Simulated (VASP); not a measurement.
Wanted: the native input for a VASP 6.6.1 run.

- Task: single point
- Functional: LDA
- Potentials or basis: VASP PAW LDA potentials, release 64 (Hf_pv, C)
- Cutoff: 520 eV
- k mesh: 7 × 7 × 4
- Occupations: fermi-dirac, width 0.15 eV
- Spin: no spin polarisation
- Dipole correction: no
- Further INCAR settings: ALGO = Normal; EDIFF = 1e-07; NBANDS = 22

The structure of HfC lies in POSCAR:

```
HfC
1.0
    3.3428660000      0.0000000000      0.0000000000
   -1.6714330000      2.8950070000      0.0000000000
    0.0000000000      0.0000000000      5.2027140000
Hf C
2 2
Direct
    0.6666666667      0.3333333333      0.7500000000
    0.3333333333      0.6666666667      0.2500000000
    0.0000000000      0.0000000000      0.0000000000
    0.0000000000      0.0000000000      0.5000000000
```

One way to write it, as run:

INCAR

```
ALGO     = Normal         # electronic algorithm
EDIFF    = 1E-7           # SCF threshold, eV
ENCUT    = 520            # plane-wave cutoff, eV
GGA      = CA             # functional
ISIF     = 2              # what is computed and relaxed
ISMEAR   = -1             # smearing method
LASPH    = True           # aspherical terms in the spheres
LCHARG   = False          # write CHGCAR
LREAL    = False          # projectors in reciprocal space
LWAVE    = False          # write WAVECAR
NBANDS   = 22             # bands
NELM     = 80             # most SCF steps
PREC     = Accurate       # precision mode
SIGMA    = 0.15           # smearing width, eV
```

KPOINTS

```
k-points
0
Gamma
  7 7 4
```

Potentials or basis: VASP PAW LDA potentials, release 64 (Hf_pv, C).

Launch:

```bash
$ cat potpaw_LDA.64/Hf_pv/POTCAR potpaw_LDA.64/C/POTCAR > POTCAR
$ mpirun -np 1 vasp_std > vasp.out
```

It gave:

```
Pressure               : -12.3 GPa
Band gap on the k mesh : zero (band 14 reaches 7.27 eV, above the bottom of band 15 at 6.09 eV)
```

Caveat: spin-orbit coupling is left out, which moves the levels of the heavy elements.

Run time: 14 s on 1 thread of Intel(R) Xeon(R) 6975P-C (Granite Rapids), on a shared host, peak memory 0.16 GiB.
